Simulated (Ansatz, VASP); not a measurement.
# One calculation of ZnS, two programs

```
Zn S
1.0
     3.80874    0.00000    0.00000
    -1.90437    3.29846    0.00000
     0.00000    0.00000   12.46647
Zn S
4 4
Cartesian
  0.0000 0.0000 -0.2486
  0.0000 0.0000 5.9847
  0.0000 2.1990 2.8675
  1.9044 1.0995 9.1007
  0.0000 0.0000 2.3342
  0.0000 0.0000 8.5674
  0.0000 2.1990 5.4551
  1.9044 1.0995 11.6883
```

Change from the starting cell: all Zn atoms moved -0.250 Å, as atom 1 along Cartesian [0 0 1].

Alike in both runs: task single point; functional r2SCAN; k mesh 6 × 6 × 2; occupations gaussian, width 0.05 eV; no spin polarisation.

```csv
,VASP,Ansatz
version,VASP 6.6.1,Ansatz 0.2.0
potentials or method,"VASP PAW PBE potentials, release 64 (Zn, S), cutoff 520 eV","scalar-relativistic, plane waves, PAW"
valence electrons in the cell,72,72
```

Ansatz gave:

| Item | Value |
| --- | --- |
| gap on the k mesh at the Fermi level (eV) | 2.76 |
| least direct gap on the mesh (eV) | 2.76 |
| pressure (GPa) | 1.6 |
| traceless stress, the component that is largest in VASP (GPa) | -3.96 |
| rms of the force components (eV/Å) | 0.456 |

What did VASP give for the same quantities?

gap on the k mesh at the Fermi level (eV): 2.77; least direct gap on the mesh (eV): 2.77; pressure (GPa): 1.6; traceless stress, the component that is largest in VASP (GPa): -4.03; rms of the force components (eV/Å): 0.458.

VASP's potentials were made for PBE, not for r2SCAN. Atom by atom the forces differ by 0.003 eV/Å (rms over components).
